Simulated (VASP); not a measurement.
Write the native input for VASP 6.6.1 that does the following.

```
Task                   : single point
Functional             : PBEsol
Potentials or basis    : VASP PAW PBE potentials, release 64 (La)
Cutoff                 : 500 eV
k mesh                 : 6 × 6 × 6
Occupations            : methfessel-paxton, width 0.1 eV
Spin                   : no spin polarisation
Dipole correction      : no
Further INCAR settings : ALGO = Normal; EDIFF = 1e-06; NBANDS = 12
```

The structure of La lies in POSCAR:

```
La
1.0
   -1.9513106191      1.9513106191      1.9513106191
    1.9513106191     -1.9513106191      1.9513106191
    1.9513106191      1.9513106191     -1.9513106191
La
1
Direct
    0.0000000000      0.0000000000      0.0000000000
```

This isn't the form of La at room conditions, which is double hcp.

The input as run:

INCAR

```
PREC = Accurate
ENCUT = 500
EDIFF = 1E-6
ISMEAR = 1
SIGMA = 0.1
LREAL = F
LASPH = T
NELM = 200
ALGO = Normal
ISIF = 2
LWAVE = F
LCHARG = F
GGA = PS
NBANDS = 12
GGA_COMPAT = F
LMAXMIX = 6
```

KPOINTS

```
Automatic mesh
0
Gamma
  6 6 6
```

Potentials or basis: VASP PAW PBE potentials, release 64 (La).

Command:

```bash
$ cat potpaw_PBE.64/La/POTCAR > POTCAR
$ mpirun -np 1 vasp_std > vasp.out
```

Results of the run:

The pressure is 5.4 GPa and the band gap on the k mesh is zero (an odd number of electrons rules out a gap without spin polarisation).

Caveat: the k points lie up to 0.38 Å⁻¹ apart, too coarse for converged energies and pressures of a metal; the PAW data sets were made with another functional, which shifts forces and pressure a little; spin-orbit coupling is left out, which moves the levels of the heavy elements.

Wall time 15 s on 1 thread of AMD EPYC 7R13 Processor (Zen 3), on a shared host, peak memory 0.13 GiB.
